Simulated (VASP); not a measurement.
Input of a VASP 6.6.1 run:

Contents of INCAR:

```
SYSTEM = N
ALGO     = Normal         ! electronic algorithm
EDIFF    = 1E-6           ! SCF threshold, eV
ENCUT    = 520            ! plane-wave cutoff, eV
GGA      = PE             ! functional
ISIF     = 2              ! what is computed and relaxed
ISMEAR   = -1             ! smearing method
LASPH    = .True.         ! aspherical terms in the spheres
LCHARG   = .True.         ! write CHGCAR
LELF     = .True.         ! ELF
LREAL    = .False.        ! projectors in reciprocal space
LVHAR    = .True.       
LWAVE    = .False.        ! write WAVECAR
NBANDS   = 42             ! bands
NELM     = 80             ! most SCF steps
PREC     = Accurate       ! precision mode
SIGMA    = 0.02           ! smearing width, eV
```

File KPOINTS:

```
k-points
0
Gamma
  1 1 1
  0 0 0
```

POSCAR

```
N
1.0
    6.7911070000      0.0000000000      0.0000000000
    0.0000000000      6.7911070000      0.0000000000
    0.0000000000      0.0000000000      6.7911070000
N
12
Direct
    0.6303243345      0.9659838963      0.6780190623
    0.6457562810      0.9088356287      0.5300166821
    0.3226572634      0.1750966374      0.4272057560
    0.3547727933      0.2901147044      0.3167672075
    0.6910949864      0.4582169004      0.8095587362
    0.5577735706      0.3642116079      0.8013862836
    0.4045879413      0.7736882956      0.1007641317
    0.4932627332      0.6886211629      0.2067998634
    0.1604156730      0.7058201262      0.5796551284
    0.0640985336      0.5787863451      0.5491004633
    0.9161245729      1.0554538457      1.1533613003
    0.9431599296      0.9766890729      1.0155045415
```

Potentials or basis: VASP PAW PBE potentials, release 64 (N).

Launch:

```console
$ cat potpaw_PBE.64/N/POTCAR > POTCAR
$ mpirun -np 1 vasp_gam > vasp.out
```

(1) Predict the pressure.

(2) Estimate the largest force.

(3) What does it give for the band gap on the k mesh?

Answers

(1) 3.0 GPa.

(2) 5.081 eV/Å.

(3) 7.34 eV.

Caveat: the k points lie up to 0.93 Å⁻¹ apart; the standard files for N, O and F lose accuracy on very short bonds.
